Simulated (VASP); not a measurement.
Input of a VASP 6.6.1 run:

File POSCAR:

```
ZrB
1.0
    0.0000000000      2.3250000000      2.3250000000
    2.3250000000      0.0000000000      2.3250000000
    2.3250000000      2.3250000000      0.0000000000
Zr B
1 1
Direct
    0.0000000000      0.0000000000      0.0000000000
    0.5000000000      0.5000000000      0.5000000000
```

The input INCAR.step1:

```
  PREC = Accurate
  ENCUT = 520
  ISMEAR = -1
  SIGMA = 0.025
  LREAL = F
  LASPH = T
  NELM = 60
  NBANDS = 14
  GGA = PE
  ALGO = Normal
  EDIFF = 1E-4
  LWAVE = T
  LCHARG = F
```

Contents of INCAR.step2:

```
  PREC = Accurate
  ENCUT = 520
  EDIFF = 1E-6
  ISMEAR = -1
  SIGMA = 0.025
  LREAL = F
  LASPH = T
  NELM = 60
  ALGO = Normal
  ISIF = 2
  LWAVE = F
  LCHARG = F
  METAGGA = R2SCAN
  LMIXTAU = T
  LUSE_VDW = T
  IVDW_NL = 2
  BPARAM = 11.95
  CPARAM = 0.0093
  NBANDS = 14
  ISTART = 1
```

Contents of KPOINTS:

```
Automatic mesh
0
Gamma
  10 10 10
```

Potentials or basis: VASP PAW PBE potentials, release 64 (Zr_sv, B).

Run with:

```sh
$ cat potpaw_PBE.64/Zr_sv/POTCAR potpaw_PBE.64/B/POTCAR > POTCAR
$ cp INCAR.step1 INCAR
$ mpirun -np 1 vasp_std > vasp.out
$ cp INCAR.step2 INCAR
$ mpirun -np 1 vasp_std > vasp.out
```

Q: Predict the band gap on the k mesh.

A: Zero (an odd number of electrons rules out a gap without spin polarisation).

Q: What does it give for the pressure?

A: 35.7 GPa.

Caveat: the cell stands under pressure; the PAW data sets were made with another functional, which shifts forces and pressure a little.
